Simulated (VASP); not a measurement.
Write the native input for VASP 6.6.1 that does the following.

```yaml
Task: relaxation of cell and atoms
Functional: PBE
Potentials_or_basis: VASP PAW PBE potentials, release 64 (Rb_sv, Ir)
Cutoff: 500 eV
k_mesh: 4 × 4 × 4
Occupations: gaussian, width 0.1 eV
Spin: no spin polarisation
Dipole_correction: no
Further_INCAR_settings: ALGO = Normal; EDIFF = 1e-07; IBRION = 2; EDIFFG = -0.04; NSW = 90; ISIF = 3
```

The structure of RbIr lies in POSCAR:

```
RbIr
1.0
    0.0000000000      3.8827962753      3.8827962753
    3.8827962753      0.0000000000      3.8827962753
    3.8827962753      3.8827962753      0.0000000000
Rb Ir
2 2
Direct
    0.5000000000      0.5000000000      0.5000000000
    0.7500000000      0.7500000000      0.7500000000
    0.0000000000      0.0000000000      0.0000000000
    0.2500000000      0.2500000000      0.2500000000
```

One way to write it, as run:

INCAR

```
SYSTEM = RbIr
ALGO = Normal
EDIFF = 1E-7
EDIFFG = -0.04
ENCUT = 500
GGA = PE
GGA_COMPAT = .FALSE.
IBRION = 2
ISIF = 3
ISMEAR = 0
LASPH = .TRUE.
LCHARG = .FALSE.
LREAL = .FALSE.
LWAVE = .FALSE.
NELM = 120
NELMIN = 4
NSW = 90
PREC = Accurate
SIGMA = 0.1
```

KPOINTS

```
k-points
0
G
  4 4 4
  0 0 0
```

Potentials or basis: VASP PAW PBE potentials, release 64 (Rb_sv, Ir).

The run is started by

```bash
$ cat potpaw_PBE.64/Rb_sv/POTCAR potpaw_PBE.64/Ir/POTCAR > POTCAR
$ mpirun -np 1 vasp_std > vasp.out
```

It gave:

The relaxed volume is 24.40 Å³/atom, the relaxed cell is a = 5.168 Å, b = 5.168 Å, c = 5.168 Å, α = 60.00°, β = 60.00°, γ = 60.00° and the space group after relaxing (to 0.1 Å) is Fd-3m (No. 227). The energy gained by relaxing is 99.0 meV/atom and the ionic steps are 3. The pressure after relaxing is -0.1 GPa. The band gap on the k mesh is zero (bands 18 and 19 overlap by 0.41 eV).

Caveat: the volume moved by over 15 % at a fixed basis, so the end points are rough; spin-orbit coupling is left out, which moves the levels of the heavy elements.

Wall time 45 s on 1 thread of Intel(R) Xeon(R) Platinum 8488C (Sapphire Rapids), on a shared host, peak memory 0.24 GiB.
